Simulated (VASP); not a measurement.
## Sc: single point with PBEsol

The system is Sc.

```xyz
1
Lattice="0.0000 2.2705 2.2251 2.2705 0.0000 2.2251 2.2705 2.2705 0.0000" Properties=species:S:1:pos:R:3 pbc="T T T"
Sc    0.0000    0.0000    0.0000
```

This cell differs from its parent crystal: zz strain of -2 %.

```json
{"Program": "VASP 6.6.1", "Task": "single point", "Functional": "PBEsol", "Potentials or basis": "VASP PAW PBE potentials, release 64 (Sc_sv)", "Cutoff": "520 eV", "k mesh": "12 × 12 × 12", "Occupations": "fermi-dirac, width 0.03 eV", "Spin": "no spin polarisation"}
```

- Pressure: 1.6 GPa

Stress tensor (GPa, compression positive):
```
1.40 0.00 0.00
0.00 1.40 0.00
0.00 0.00 2.05
```

Levels at points of the mesh, in eV from the Fermi level:
```tsv
k point	band 2	band 3	band 4	band 5	band 6	band 7	band 8	band 9
(0.00, 0.00, 0.00)	-27.49	-27.49	-27.49	-5.33	1.63	1.63	1.76	3.11
(0.50, 0.00, 0.00)	-28.01	-27.57	-27.55	-1.87	0.38	1.46	1.62	4.15
(0.50, 0.50, 0.00)	-27.97	-27.69	-27.69	-1.67	-0.77	2.39	4.17	4.45
(0.50, 0.00, 0.50)	-27.97	-27.68	-27.66	-1.69	-0.72	2.08	4.18	4.39
```

Wall time 20 s on 1 thread of Intel(R) Xeon(R) Platinum 8488C (Sapphire Rapids), on a shared host, peak memory 0.17 GiB.

Caveat: the cell differs from its parent crystal (zz strain of -2 %); the PAW data sets were made with another functional, which shifts forces and pressure a little.
